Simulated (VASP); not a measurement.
Wanted: the native input for a VASP 6.6.1 run.

| Item | Value |
| --- | --- |
| Task | single point |
| Functional | PBE |
| Potentials or basis | VASP PAW PBE potentials, release 64 (Tl_d, F) |
| Cutoff | 520 eV |
| k mesh | 6 × 6 × 4 |
| Occupations | gaussian, width 0.1 eV |
| Spin | no spin polarisation |
| Dipole correction | no |
| Further INCAR settings | ALGO = Normal; EDIFF = 1e-07; NBANDS = 42 |

The structure of Tl2F lies in POSCAR:

```
Tl2F
1.0
    5.3588543500      0.0000000000      0.0000000000
   -2.6794271700      4.6409040000      0.0000000000
    0.0000000000      0.0000000000      6.6948966400
Tl F
4 2
Direct
    0.0000000000      0.0000000000      0.5000000000
    0.0000000000      0.0000000000      0.0000000000
    0.3333333300      0.6666666700      0.7500000000
    0.6666666700      0.3333333300      0.2500000000
    0.6666666700      0.3333333300      0.7500000000
    0.3333333300      0.6666666700      0.2500000000
```

The cell was generated, and may not be a known phase.

The input as run:

INCAR

```
SYSTEM = Tl2F
PREC     = Accurate       ! precision mode
ENCUT    = 520            ! plane-wave cutoff, eV
EDIFF    = 1E-7           ! SCF threshold, eV
ISMEAR   = 0              ! smearing method
SIGMA    = 0.1            ! smearing width, eV
LREAL    = .False.        ! projectors in reciprocal space
LASPH    = .True.         ! aspherical terms in the spheres
NELM     = 60             ! most SCF steps
ALGO     = Normal         ! electronic algorithm
ISIF     = 2              ! what is computed and relaxed
LWAVE    = .False.        ! write WAVECAR
LCHARG   = .False.        ! write CHGCAR
GGA      = PE             ! functional
NBANDS   = 42             ! bands
```

KPOINTS

```
regular mesh
0
Gamma
  6 6 4
  0 0 0
```

Potentials or basis: VASP PAW PBE potentials, release 64 (Tl_d, F).

The run is started by

```sh
$ cat potpaw_PBE.64/Tl_d/POTCAR potpaw_PBE.64/F/POTCAR > POTCAR
$ mpirun -np 1 vasp_std > vasp.out
```

Results of the run:

* Pressure: -2.5 GPa
* Band gap on the k mesh: zero (bands 33 and 34 overlap by 1.95 eV)

Caveat: spin-orbit coupling is left out, which moves the levels of the heavy elements.

Wall time 77 s on 1 thread of Intel(R) Xeon(R) 6975P-C (Granite Rapids), on a shared host, peak memory 0.32 GiB.
